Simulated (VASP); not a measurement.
Set up this calculation in VASP 6.6.1, as the native input.

| Property | Result |
| --- | --- |
| Task | single point |
| Functional | LDA |
| Potentials or basis | VASP PAW LDA potentials, release 64 (Cu, F) |
| Cutoff | 520 eV |
| k mesh | 12 × 12 × 4 |
| Occupations | fermi-dirac, width 0.02 eV |
| Spin | no spin polarisation |
| Dipole correction | no |
| Further INCAR settings | ALGO = Normal; EDIFF = 1e-06; NBANDS = 26 |

The structure of CuF lies in POSCAR:

```
CuF
1.0
    3.1532462705      0.0000000000      0.0000000000
   -1.5766231352      2.7307913746      0.0000000000
    0.0000000000      0.0000000000      5.0110436483
Cu F
2 2
Direct
    0.0000000000      0.0000000000      0.0000000000
    0.0000000000      0.0000000000      0.5000000000
    0.3333333333      0.6666666667      0.2500000000
    0.6666666667      0.3333333333      0.7500000000
```

One way to write it, as run:

INCAR

```
ALGO = Normal
EDIFF = 1E-6
ENCUT = 520
GGA = CA
ISIF = 2
ISMEAR = -1
LASPH = True
LCHARG = False
LREAL = False
LWAVE = False
NBANDS = 26
NELM = 80
PREC = Accurate
SIGMA = 0.02
```

KPOINTS

```
k-points
0
Gamma
  12 12 4
```

Potentials or basis: VASP PAW LDA potentials, release 64 (Cu, F).

Run with:

```console
$ cat potpaw_LDA.64/Cu/POTCAR potpaw_LDA.64/F/POTCAR > POTCAR
$ mpirun -np 1 vasp_std > vasp.out
```

It gave:

The pressure is 0.2 GPa and the band gap on the k mesh is zero (bands 18 and 19 overlap by 0.25 eV).

Caveat: semilocal functionals underestimate gaps, and a narrow one can read as zero.

Run time: 28 s on 1 thread of Intel(R) Xeon(R) Platinum 8488C (Sapphire Rapids) (shared host), peak memory 0.17 GiB.
